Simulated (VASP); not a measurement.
A run of VASP 6.6.1:

INCAR

```
SYSTEM = ZnCu
PREC     = Accurate       ! precision mode
ENCUT    = 520            ! plane-wave cutoff, eV
EDIFF    = 1E-6           ! SCF threshold, eV
ISMEAR   = -1             ! smearing method
SIGMA    = 0.05           ! smearing width, eV
LREAL    = .FALSE.        ! projectors in reciprocal space
LASPH    = .TRUE.         ! aspherical terms in the spheres
NELM     = 100            ! most SCF steps
ALGO     = Fast           ! electronic algorithm
ISIF     = 2              ! what is computed and relaxed
LWAVE    = .FALSE.        ! write WAVECAR
LCHARG   = .FALSE.        ! write CHGCAR
GGA      = PS             ! functional
NBANDS   = 18             ! bands
```

Contents of KPOINTS:

```
Automatic mesh
0
G
  9 9 9
  0 0 0
```

The input POSCAR:

```
ZnCu
1.0
    2.9450000000      0.0000000000      0.0000000000
    0.0000000000      2.9450000000      0.0000000000
    0.0000000000      0.0000000000      2.9450000000
Zn Cu
1 1
Direct
    0.5111030000      0.5042410000      0.4952780000
   -0.0228300000     -0.0090300000      0.0035500000
```

Potentials or basis: VASP PAW PBE potentials, release 64 (Zn, Cu).

Run with:

```bash
$ cat potpaw_PBE.64/Zn/POTCAR potpaw_PBE.64/Cu/POTCAR > POTCAR
$ mpirun -np 1 vasp_std > vasp.out
```

Hardware: 1 thread of AMD EPYC 7R13, with other jobs on the host.

Question: How long does it take, and how much memory?

Answer: Wall time 4.8 min on 1 thread of AMD EPYC 7R13 (shared host), peak memory 0.25 GiB. Counts: scf iterations 16, k points 365.
